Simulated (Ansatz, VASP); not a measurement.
## Two plane-wave programs on HfSi3

Contents of INCAR:

```
ALGO = Normal ; EDIFF = 1E-7
ENCUT = 520 ; GGA = PE
ISIF = 2 ; ISMEAR = 0
LASPH = True ; LCHARG = False
LREAL = False ; LWAVE = False
NBANDS = 19 ; NELM = 60
PREC = Accurate ; SIGMA = 0.05
```

The input KPOINTS:

```
k-points
0
Gamma
  8 8 8
```

File POSCAR:

```
HfSi3
1.0
    3.9198053450      0.0000000000      0.0000000000
    0.0000000000      3.9198053450      0.0000000000
    0.0000000000      0.0000000000      3.9198053450
Hf Si
1 3
Direct
    0.0000000000      0.0000000000      0.0000000000
    0.0000000000      0.5000000000      0.5000000000
    0.5000000000      0.5000000000      0.0000000000
    0.5000000000      0.0000000000      0.5000000000
```

Input for Ansatz:

```yaml
crystal:
  lattice:
    - [3.919805345, 0.0, 0.0]
    - [0.0, 3.919805345, 0.0]
    - [0.0, 0.0, 3.919805345]
  atoms:
    - { symbol: Hf, position: [0.0, 0.0, 0.0] }
    - { symbol: Si, position: [0.0, 0.5, 0.5] }
    - { symbol: Si, position: [0.5, 0.5, 0.0] }
    - { symbol: Si, position: [0.5, 0.0, 0.5] }
basis:
  ecutwfc: 420
  ecutrho_ratio: 4
kpoints:
  mp_grid: { grid: [8, 8, 8] }
hamiltonian:
  xc: pbe
scf:
  occupations: { method: gaussian, width: 0.05 }
output:
  forces: true
  stress: true
  eigenvalues: true
```

Alike in both runs: task single point; functional PBE; k mesh 8 × 8 × 8; occupations gaussian, width 0.05 eV; no spin polarisation.

```csv
,VASP,Ansatz
version,VASP 6.6.1,Ansatz 0.2.0
potentials or method,"VASP PAW PBE potentials, release 64 (Hf_pv, Si), cutoff 520 eV","scalar-relativistic, plane waves, PAW"
valence electrons in the cell,22,38
```

```csv
,VASP,Ansatz,Ansatz less VASP
gap on the k mesh at the Fermi level (eV),none,none,-
pressure (GPa),4.9,5.1,+0.21
```

A gap of «none» marks a metal or a gap that the smearing closes. The functional is the same, so the differences come from potentials, cutoffs and numerics. VASP's potentials hold 22 valence electrons a cell and Ansatz's 38, so a difference there can come from the potentials and not from the codes.

Spin-orbit coupling is off throughout.
